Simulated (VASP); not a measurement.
Runs of VASP 6.6.1 on NaH. The structure is that of space group F-43m (No. 216), or close to it. The cells are those of the table. 

```csv
level,cell,k mesh,smearing,gap on the mesh (eV),pressure (GPa)
PBE,"a = 3.661, b = 3.661, c = 3.709 Å, angles 59.6, 59.6, 60.9°, 2 atoms",8 × 8 × 8,fermi-dirac 0.02 eV,3.60,0.2
PBE,"a = 3.673 Å, angles 60.0°, 2 atoms",6 × 6 × 6,gaussian 0.01 eV,(a),0.2
r2SCAN,"a = 3.673 Å, angles 60.0°, 2 atoms",8 × 8 × 8,gaussian 0.01 eV,(b),-0.2
PBE,"a = 3.682, b = 3.682, c = 3.636 Å, angles 60.4, 60.4, 59.2°, 2 atoms",6 × 6 × 6,gaussian 0.01 eV,3.61,0.3
PBE,"a = 3.673, b = 3.673, c = 3.728 Å, angles 59.5, 59.5, 59.0°, 2 atoms",6 × 6 × 6,gaussian 0.01 eV,3.56,0.2
PBE,"a = 3.661, b = 3.661, c = 3.709 Å, angles 59.6, 59.6, 60.9°, 2 atoms",6 × 6 × 6,gaussian 0.01 eV,3.59,0.2
PBE,"a = 3.682, b = 3.682, c = 3.636 Å, angles 60.4, 60.4, 59.2°, 2 atoms",8 × 8 × 8,fermi-dirac 0.02 eV,3.59,0.3
PBE,"a = 3.747, b = 3.747, c = 3.673 Å, angles 60.7, 60.7, 58.7°, 2 atoms",6 × 6 × 6,gaussian 0.01 eV,3.56,-0.5
PBE,"a = 3.747, b = 3.747, c = 3.673 Å, angles 60.7, 60.7, 58.7°, 2 atoms",8 × 8 × 8,fermi-dirac 0.02 eV,3.54,-0.5
PBE,"a = 3.673 Å, angles 60.0°, 2 atoms",8 × 8 × 8,fermi-dirac 0.02 eV,3.61,0.2
```

Alike in all rows: task single point; potentials or basis VASP PAW PBE potentials, release 64 (Na_pv, H); no spin polarisation; cutoff (eV) 520.

Question: Fill in the values left out.

Answer: (a) 3.63; (b) 4.05.

Caveats: the PAW data sets were made with another functional, which shifts forces and pressure a little (some runs).

A k mesh can miss the band edges.
